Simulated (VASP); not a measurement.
# TiB2 (P6/mmm) in VASP: a series of runs

Aim: see how the results for TiB2 move with the level of theory and the settings. Levels: LDA, PBE, r2SCAN. Tasks: single point, relaxation of cell and atoms.

Program: VASP 6.6.1. These are calculated values, not measurements. Logs are shortened: lines on timing, memory, paths and dates and some standing lists are left out, and cuts for length are marked.

## 1. The cell of the first run

Symmetry: P6/mmm, No. 191, hexagonal system. The conventional cell has a = 2.994 Å, b = 2.994 Å, c = 3.160 Å, α = 90.00°, β = 90.00°, γ = 120.00°. Ti (site symmetry 6/mmm) has 12 B at 2.34 Å and 8 Ti at 2.99 to 3.16 Å within 3.2 Å. Within 2.4 Å of B (site symmetry -6m2) lie 3 B at 1.73 Å and 6 Ti at 2.34 Å.

## 2. Single point, LDA

The input, INCAR:

```
SYSTEM = TiB2
ALGO = Normal
EDIFF = 1E-6
ENCUT = 520
GGA = CA
ISIF = 2
ISMEAR = -1
LASPH = .TRUE.
LCHARG = .FALSE.
LREAL = .FALSE.
LWAVE = .FALSE.
NBANDS = 16
NELM = 100
PREC = Accurate
SIGMA = 0.15
```

The input, KPOINTS:

```
k-points
0
G
  13 13 10
  0 0 0
```

The input, POSCAR:

```
TiB2
1.0
    2.9944069779      0.0000000000      0.0000000000
   -1.4972034889      2.5932325121      0.0000000000
    0.0000000000      0.0000000000      3.1596433878
Ti B
1 2
Direct
    0.0000000000      0.0000000000      0.0000000000
    0.3333333333      0.6666666667      0.5000000000
    0.6666666667      0.3333333333      0.5000000000
```

Potentials or basis: VASP PAW LDA potentials, release 64 (Ti_sv, B).

On the command line:

```console
$ cat potpaw_LDA.64/Ti_sv/POTCAR potpaw_LDA.64/B/POTCAR > POTCAR
$ mpirun -np 1 vasp_std > vasp.out
```

OUTCAR:

```text
SYSTEM = TiB2
   EDIFF = 1E-6
   ENCUT = 520
   GGA = CA
   ISIF = 2
   ISMEAR = -1
   LASPH = .TRUE.
   LREAL = .FALSE.
   NELM = 100
   PREC = Accurate

 ion  position               nearest neighbor table
   1  0.000  0.000  0.000-   2 2.34   3 2.34   2 2.34   3 2.34   2 2.34   2 2.34   3 2.34   3 2.34
                             3 2.34   3 2.34   2 2.34   2 2.34
   2  0.333  0.667  0.500-   3 1.73   3 1.73   3 1.73   1 2.34   1 2.34   1 2.34   1 2.34   1 2.34
                             1 2.34
   3  0.667  0.333  0.500-   2 1.73   2 1.73   2 1.73   1 2.34   1 2.34   1 2.34   1 2.34   1 2.34
                             1 2.34

  LATTYP: Found a hexagonal cell.
 ALAT       =     2.9944069779
 C/A-ratio  =     1.0551816808

  Lattice vectors:

 A1 = (   2.9944069779,   0.0000000000,   0.0000000000)
 A2 = (  -1.4972034889,   2.5932325121,   0.0000000000)
 A3 = (   0.0000000000,   0.0000000000,   3.1596433878)

Analysis of symmetry for initial positions (statically):
=====================================================================
 Subroutine PRICEL returns:
 Original cell was already a primitive cell.

 Routine SETGRP: Setting up the symmetry group for a
 hexagonal supercell.

 Subroutine GETGRP returns: Found 24 space group operations
 (whereof 24 operations were pure point group operations)
 out of a pool of 24 trial point group operations.

The static configuration has the point symmetry D_6h.

Analysis of symmetry for dynamics (positions and initial velocities):
=====================================================================
 Subroutine PRICEL returns:
 Original cell was already a primitive cell.

 Routine SETGRP: Setting up the symmetry group for a
 hexagonal supercell.

 Subroutine GETGRP returns: Found 24 space group operations
 (whereof 24 operations were pure point group operations)
 out of a pool of 24 trial point group operations.

The dynamic configuration has the point symmetry D_6h.

 Subroutine INISYM returns: Found 24 space group operations
 (whereof 24 operations are pure point group operations),
 and found     1 'primitive' translations

----------------------------------------------------------------------------------------

                                     Primitive cell

  volume of cell :      24.5352

  direct lattice vectors                    reciprocal lattice vectors
     2.994406978  0.000000000  0.000000000     0.333955941  0.192809552  0.000000000
    -1.497203489  2.593232512  0.000000000     0.000000000  0.385619105  0.000000000
     0.000000000  0.000000000  3.159643388     0.000000000  0.000000000  0.316491413

  length of vectors
     2.994406978  2.994406978  3.159643388     0.385619105  0.385619105  0.316491413

  position of ions in fractional coordinates (direct lattice)
     0.000000000  0.000000000  0.000000000
     0.333333333  0.666666667  0.500000000
     0.666666667  0.333333333  0.500000000

  ion indices of the primitive-cell ions
   primitive index   ion index
                 1           1
                 2           2
                 3           3

----------------------------------------------------------------------------------------

 KPOINTS: k-points

Automatic generation of k-mesh.
 Grid dimensions read from file:
 generate k-points for:   13   13   10

 Generating k-lattice:

  Cartesian coordinates                     Fractional coordinates (reciprocal lattice)
     0.025688919  0.014831504  0.000000000     0.076923077  0.000000000  0.000000000
     0.000000000  0.029663008  0.000000000     0.000000000  0.076923077  0.000000000
     0.000000000  0.000000000  0.031649141     0.000000000  0.000000000  0.100000000

  Length of vectors
     0.029663008  0.029663008  0.031649141

  Shift w.r.t. Gamma in fractional coordinates (k-lattice)
     0.000000000  0.000000000  0.000000000

 Subroutine IBZKPT returns following result:
 ===========================================

 Found    126 irreducible k-points:

 Following reciprocal coordinates:
            Coordinates               Weight
  0.000000  0.000000  0.000000      1.000000
  0.076923  0.000000  0.000000      6.000000
  0.153846  0.000000  0.000000      6.000000
  0.230769  0.000000  0.000000      6.000000
  0.307692  0.000000  0.000000      6.000000
  0.384615  0.000000  0.000000      6.000000
[... 16 lines left out ...]
  0.076923  0.000000  0.100000     12.000000
  0.153846  0.000000  0.100000     12.000000
 [... further k-points ...]
   k-points           NKPTS =    126   k-points in BZ     NKDIM =    126   number of bands    NBANDS=     16
   number of dos      NEDOS =    301   number of ions     NIONS =      3
   total plane-waves  NPLWV =  13824
   dimension x,y,z NGX =    24 NGY =   24 NGZ =   24
   dimension x,y,z NGXF=    48 NGYF=   48 NGZF=   48
   ions per type =               1   2
   NGX,Y,Z   is equivalent  to a cutoff of  13.32, 13.32, 12.63 a.u.
   NGXF,Y,Z  is equivalent  to a cutoff of  26.65, 26.65, 25.26 a.u.
 SYSTEM =  TiB2
   PREC   = accura    normal or accurate (medium, high low for compatibility)
   ISTART =      0    job   : 0-new  1-cont  2-samecut
   ICHARG =      2    charge: 1-file 2-atom 10-const
   ISPIN  =      1    spin polarized calculation?
   LNONCOLLINEAR =      F non collinear calculations
   LSORBIT =      F    spin-orbit coupling
   LASPH  =      T    aspherical Exc in radial PAW
   ENCUT  =  520.0 eV  38.22 Ry    6.18 a.u.   5.57  5.57  5.87*2*pi/ulx,y,z
   NELM   =    100;   NELMIN=  2; NELMDL= -5     # of ELM steps
   EDIFF  = 0.1E-05   stopping-criterion for ELM
   LREAL  =      F    real-space projection
   EDIFFG = 0.1E-04   stopping-criterion for IOM
   NSW    =      0    number of steps for IOM
   IBRION =     -1    ionic relax: 0-MD 1-quasi-New 2-CG
   NFREE  =      0    steps in history (QN), initial steepest desc. (CG)
   ISIF   =      2    stress and relaxation
   ISYM   =      2    0-nonsym 1-usesym 2-fastsym
   POTIM  = 0.5000    time-step for ionic-motion
   TEBEG  =    0.0;   TEEND  =   0.0 temperature during run
   PSTRESS=    0.0 pullay stress
   NELECT =      18.0000    total number of electrons
   NUPDOWN=      -1.0000    fix difference up-down
   EMIN   =  10.00;   EMAX   =-10.00  energy-range for DOS
   EFERMI =   0.00;   METHOD = LEGACY
   ISMEAR =    -1;   SIGMA  =   0.15  broadening in eV -4-tet -1-fermi 0-gaus
   EFERMI_NEDOS =   21; number of points for ismear=-14 and -15
   IALGO  =     38    algorithm
   IMIX   =      4    mixing-type and parameters
     AMIX     =   0.40;   BMIX     =  1.00
     AMIX_MAG =   1.60;   BMIX_MAG =  1.00
  volume/ion in A,a.u.               =       8.18        55.19
  Fermi-wavevector in a.u.,A,eV,Ry     =   1.476507  2.790194 29.661698  2.180073
  Thomas-Fermi vector in A             =   2.591025
   LORBIT       =      0    0 simple, 1 ext, 2 COOP (PROOUT), +10 PAW based schemes
   GGA     = CA    functional components
   LHFCALC =     F    Hartree Fock is set to
   AEXX    =    0.0000 exact exchange contribution
   IVDW    =     0    specifies the selected vdW correction
   LEPSILON=     F    determine dielectric tensor
   LRPA    =     F    only Hartree local field effects (RPA)
 non-spin polarized calculation
  energy-cutoff  :      520.00
  volume of cell :       24.54
 maximum number of plane-waves:       684
 NGX is ok and might be reduce to    24
   NGX = 11   NGY = 11   NGZ = 11

 number of electron      18.0000000 magnetization

 Free energy of the ion-electron system (eV)
  ---------------------------------------------------
  ext. energy  EPLUGINS =         0.00000000
  ---------------------------------------------------
  free energy    TOTEN  =       -26.93485817 eV

  energy without entropy =      -26.90611298  energy(sigma->0) =      -26.92048557

 E-fermi :  10.4179     XC(G=0): -13.1696

 val. band max:       10.3599774414   @ k =   0.2308   0.2308   0.0000
 cond. band min:      10.4354805902   @ k =   0.3846   0.1538   0.0000
 fundamental gap:      0.0755031488
 Fermi energy:        10.4179052305

 k-point     1 :       0.0000    0.0000    0.0000
  band No.  band energies     occupation
      1     -45.6936      2.00000
      2     -22.4389      2.00000
      3     -22.0990      2.00000
      4     -22.0990      2.00000
      5      -3.0944      2.00000
      6       7.6737      2.00000
[... 8 lines left out ...]
     15      16.3486      0.00000
     16      17.7568      0.00000

 k-point     2 :       0.0769    0.0000    0.0000
  band No.  band energies     occupation
      1     -45.6897      2.00000
      2     -22.4342      2.00000
      3     -22.1274      2.00000
      4     -22.1054      2.00000
      5      -2.9774      2.00000
      6       7.3572      2.00000
[... 8 lines left out ...]
     15      17.0854      0.00000
     16      18.1085      0.00000

 k-point     3 :       0.1538    0.0000    0.0000
  band No.  band energies     occupation
      1     -45.6790      2.00000
      2     -22.4211      2.00000
      3     -22.2053      2.00000
      4     -22.1230      2.00000
      5      -2.6334      2.00000
      6       6.5239      2.00000
[... 8 lines left out ...]
     15      18.5830      0.00000
     16      19.0595      0.00000

 k-point     4 :       0.2308    0.0000    0.0000
  band No.  band energies     occupation
      1     -45.6639      2.00000
      2     -22.4026      2.00000
      3     -22.3138      2.00000
      4     -22.1478      2.00000
      5      -2.0804      2.00000
      6       5.4068      2.00000
[... 8 lines left out ...]
     15      18.2107      0.00000
     16      20.2636      0.00000
[... 324 lines left out ...]
 k-point    22 :       0.0000    0.0000    0.1000
  band No.  band energies     occupation
      1     -45.6916      2.00000
      2     -22.4643      2.00000
      3     -22.0969      2.00000
      4     -22.0969      2.00000
      5      -2.9504      2.00000
      6       6.9549      2.00000
[... 8 lines left out ...]
     15      16.8969      0.00000
     16      17.6733      0.00000

 k-point    23 :       0.0769    0.0000    0.1000
  band No.  band energies     occupation
      1     -45.6878      2.00000
      2     -22.4594      2.00000
      3     -22.1251      2.00000
      4     -22.1033      2.00000
      5      -2.8363      2.00000
      6       6.9818      2.00000
[... 8 lines left out ...]
     15      17.4298      0.00000
     16      17.9748      0.00000

 k-point    24 :       0.1538    0.0000    0.1000
  band No.  band energies     occupation
      1     -45.6771      2.00000
      2     -22.4458      2.00000
      3     -22.2027      2.00000
      4     -22.1208      2.00000
      5      -2.5007      2.00000
      6       6.5778      2.00000
[... 8 lines left out ...]
     15      18.5067      0.00000
     16      18.7208      0.00000

 [... further k-points ...]
[... 5 lines left out ...]
  --------------------------------------------------------------------------------------
  -------------------------------------------------------------------------------------
  Total        0.0979016      0.0979016      0.0960688      0.0000000     -0.0000000      0.0000000
  in kB        6.3930797      6.3930797      6.2733916      0.0000000     -0.0000000      0.0000000
  external PRESSURE =       6.3531836 kB  Pullay stress =       0.0000000 kB

 VOLUME and BASIS-vectors are now :
 -----------------------------------------------------------------------------
  energy-cutoff  :      520.00
  volume of cell :       24.54
      direct lattice vectors                 reciprocal lattice vectors
     2.994406978  0.000000000  0.000000000     0.333955941  0.192809552  0.000000000
    -1.497203489  2.593232512  0.000000000     0.000000000  0.385619105  0.000000000
     0.000000000  0.000000000  3.159643388     0.000000000  0.000000000  0.316491413

 POSITION                                       TOTAL-FORCE (eV/Angst)
 -----------------------------------------------------------------------------------
      0.00000      0.00000      0.00000         0.000000      0.000000      0.000000
     -0.00000      1.72882      1.57982        -0.000000     -0.000000      0.000000
      1.49720      0.86441      1.57982         0.000000      0.000000     -0.000000
 -----------------------------------------------------------------------------------
    total drift:                               -0.000000      0.000000      0.000000

  FREE ENERGIE OF THE ION-ELECTRON SYSTEM (eV)
  ---------------------------------------------------
  free  energy   TOTEN  =       -26.9348581692 eV

  energy  without entropy=      -26.9061129803  energy(sigma->0) =      -26.92048557
```

Run time: 14 s. Hardware: 1 thread of Intel Xeon 6975P-C (Granite Rapids), shared host; peak memory 0.16 GiB.

Results:

```yaml
Free_energy: -26.9349 eV
Pressure: 0.6 GPa
Band_gap_on_the_k_mesh: zero (bands 9 and 10 overlap by 0.56 eV)
```

Levels at points of the mesh, in eV from the Fermi level:
```tsv
k point	band 5	band 6	band 7	band 8	band 9	band 10	band 11	band 12	band 13	band 14
(0.00, 0.00, 0.00)	-13.51	-2.74	-2.74	-2.19	-2.15	2.02	2.02	3.92	3.92	5.93
(0.00, 0.00, 0.50)	-11.39	-7.68	-0.56	-0.56	-0.24	-0.24	0.46	0.46	1.86	6.63
```

## 3. Single point, PBE

This run uses another cell than the first one, of 8.56 Å³/atom.

The input, INCAR:

```
ALGO = Normal
EDIFF = 1E-6
ENCUT = 520
GGA = PE
ISIF = 2
ISMEAR = -1
LASPH = T
LCHARG = F
LREAL = F
LWAVE = F
NBANDS = 16
NELM = 60
PREC = Accurate
SIGMA = 0.15
```

The input, KPOINTS:

```
k-points
0
Gamma
  13 13 10
```

The input, POSCAR:

```
TiB2
1.0
    3.0327086193      0.0000000000      0.0000000000
   -1.5163543097      2.6264027066      0.0000000000
    0.0000000000      0.0000000000      3.2241795125
Ti B
1 2
Direct
    0.0000000000      0.0000000000      0.0000000000
    0.3333333333      0.6666666667      0.5000000000
    0.6666666667      0.3333333333      0.5000000000
```

Potentials or basis: VASP PAW PBE potentials, release 64 (Ti_sv, B).

On the command line:

```console
$ cat potpaw_PBE.64/Ti_sv/POTCAR potpaw_PBE.64/B/POTCAR > POTCAR
$ mpirun -np 1 vasp_std > vasp.out
```

OUTCAR:

```text
EDIFF = 1E-6
   ENCUT = 520
   GGA = PE
   ISIF = 2
   ISMEAR = -1
   LASPH = T
   LREAL = F
   NELM = 60
   PREC = Accurate

 ion  position               nearest neighbor table
   1  0.000  0.000  0.000-   2 2.38   3 2.38   2 2.38   3 2.38   3 2.38   3 2.38   2 2.38   2 2.38
                             3 2.38   3 2.38   2 2.38   2 2.38
   2  0.333  0.667  0.500-   3 1.75   3 1.75   3 1.75   1 2.38   1 2.38   1 2.38   1 2.38   1 2.38
                             1 2.38
   3  0.667  0.333  0.500-   2 1.75   2 1.75   2 1.75   1 2.38   1 2.38   1 2.38   1 2.38   1 2.38
                             1 2.38
[... 648 lines left out ...]
     16      18.0178      0.00000

 [... further k-points ...]
[... 5 lines left out ...]
  --------------------------------------------------------------------------------------
  -------------------------------------------------------------------------------------
  Total        0.0309285      0.0309285      0.0359554     -0.0000000     -0.0000000      0.0000000
  in kB        1.9295574      1.9295574      2.2431794     -0.0000000     -0.0000000      0.0000000
  external PRESSURE =       2.0340981 kB  Pullay stress =       0.0000000 kB

 VOLUME and BASIS-vectors are now :
 -----------------------------------------------------------------------------
  energy-cutoff  :      520.00
  volume of cell :       25.68
      direct lattice vectors                 reciprocal lattice vectors
     3.032708619  0.000000000  0.000000000     0.329738239  0.190374461  0.000000000
    -1.516354310  2.626402707  0.000000000     0.000000000  0.380748922  0.000000000
     0.000000000  0.000000000  3.224179513     0.000000000  0.000000000  0.310156428

 POSITION                                       TOTAL-FORCE (eV/Angst)
 -----------------------------------------------------------------------------------
      0.00000      0.00000      0.00000         0.000000      0.000000     -0.000000
     -0.00000      1.75094      1.61209         0.000000     -0.000000     -0.000000
      1.51635      0.87547      1.61209        -0.000000      0.000000      0.000000
 -----------------------------------------------------------------------------------
    total drift:                               -0.000000      0.000000      0.000000

  FREE ENERGIE OF THE ION-ELECTRON SYSTEM (eV)
  ---------------------------------------------------
  free  energy   TOTEN  =       -24.4439820524 eV

  energy  without entropy=      -24.4133904592  energy(sigma->0) =      -24.42868626
```

stdout:

```text
POSCAR found type information on POSCAR TiB
 POSCAR found :  2 types and       3 ions
 scaLAPACK will be used
 LDA part: xc-table for (Slater+PW92), standard interpolation
 POSCAR, INCAR and KPOINTS ok, starting setup
 FFT: planning ... GRIDC
 FFT: planning ... GRID_SOFT
 FFT: planning ... GRID
 WAVECAR not read
 entering main loop
```

Wall time 16 s (1 thread of Intel Xeon 6975P-C (Granite Rapids), shared host); peak memory 0.17 GiB.

Results:

```yaml
Free_energy: -24.4440 eV
Pressure: 0.2 GPa
Band_gap_on_the_k_mesh: zero (bands 9 and 10 overlap by 0.52 eV)
```

## 4. Single point, r2SCAN

This run uses another cell than the first one, of 8.51 Å³/atom.

The input, POSCAR:

```
TiB2
1.0
    3.0250920380      0.0000000000      0.0000000000
   -1.5125460190      2.6198065537      0.0000000000
    0.0000000000      0.0000000000      3.2230205575
Ti B
1 2
Direct
    0.0000000000      0.0000000000      0.0000000000
    0.3333333333      0.6666666667      0.5000000000
    0.6666666667      0.3333333333      0.5000000000
```

The input, INCAR.step1:

```
PREC = Accurate
ENCUT = 520
ISMEAR = -1
SIGMA = 0.15
LREAL = F
LASPH = T
NELM = 100
NBANDS = 16
GGA = PE
ALGO = Normal
EDIFF = 1E-4
LWAVE = T
LCHARG = F
```

The input, INCAR.step2:

```
PREC = Accurate
ENCUT = 520
EDIFF = 1E-6
ISMEAR = -1
SIGMA = 0.15
LREAL = F
LASPH = T
NELM = 100
ALGO = Normal
ISIF = 2
LWAVE = F
LCHARG = F
METAGGA = R2SCAN
LMIXTAU = T
NBANDS = 16
ISTART = 1
```

The input, KPOINTS:

```
regular mesh
0
Gamma
  13 13 10
```

On the command line:

```console
$ cat potpaw_PBE.64/Ti_sv/POTCAR potpaw_PBE.64/B/POTCAR > POTCAR
$ cp INCAR.step1 INCAR
$ mpirun -np 1 vasp_std > vasp.out
$ cp INCAR.step2 INCAR
$ mpirun -np 1 vasp_std > vasp.out
```

Wall time 62 s (1 thread of Intel Xeon 6975P-C (Granite Rapids), shared host); peak memory 0.18 GiB.

The run converged. Its results:

* Free energy: -30.9858 eV
* Pressure: 0.8 GPa
* Band gap on the k mesh: zero (bands 9 and 10 overlap by 0.55 eV)

Stress tensor (GPa, compression positive):
```
0.82 0.00 0.00
0.00 0.82 0.00
0.00 0.00 0.90
```

Levels at points of the mesh, in eV from the Fermi level:
```
           k point  band 7  band 8  band 9  band 10  band 11  band 12
(0.00, 0.00, 0.00)   -2.78   -2.60   -2.19     2.01     2.01     3.89
(0.00, 0.00, 0.50)   -0.63   -0.63   -0.21    -0.21     0.48     0.48
```

Caveat: the PAW data sets were made with another functional, which shifts forces and pressure a little.

(Part 1 of 2 ends here.)
